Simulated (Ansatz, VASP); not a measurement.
**One calculation of SiO2, two programs**

```
CELL_PARAMETERS angstrom
4.95700 0.00000 0.00000
0.00000 4.95700 0.00000
0.00000 0.00000 6.89030
ATOMIC_POSITIONS crystal
Si 0.30709 0.30709 0.00000
Si 0.19291 0.80709 0.25000
Si 0.69291 0.69291 0.50000
Si 0.80709 0.19291 0.75000
O 0.23596 0.12004 0.18695
O 0.37996 0.73596 0.43695
O 0.76404 0.87996 0.68695
O 0.62004 0.26404 0.93695
O 0.73596 0.37996 0.56305
O 0.87996 0.76404 0.31305
O 0.26404 0.62004 0.06305
O 0.12004 0.23596 0.81305
```

Alike in both runs: functional PBE; k mesh 4 × 4 × 3; occupations fermi-dirac, width 0.02 eV; no spin polarisation.

Ansatz relaxed the structure, and its values are those at the end. VASP's run is a single point on that final structure, the one shown.

```csv
,VASP,Ansatz
version,VASP 6.6.1,Ansatz 0.2.0
potentials or method,"VASP PAW PBE potentials, release 64 (Si, O)","plane-wave PAW, scalar-relativistic"
plane-wave cutoff (eV),520,420
valence electrons in the cell,64,64
```

|  | VASP | Ansatz | Ansatz less VASP |
| --- | --- | --- | --- |
| gap on the k mesh at the Fermi level (eV) | 5.64 | 5.64 | -0.001 |
| pressure (GPa) | 1.6 | 1.4 | -0.13 |
| rms of the force components (eV/Å) | 0.008 | 0.000 | -0.0079 |

Ansatz's warnings: stress scf threshold loose.
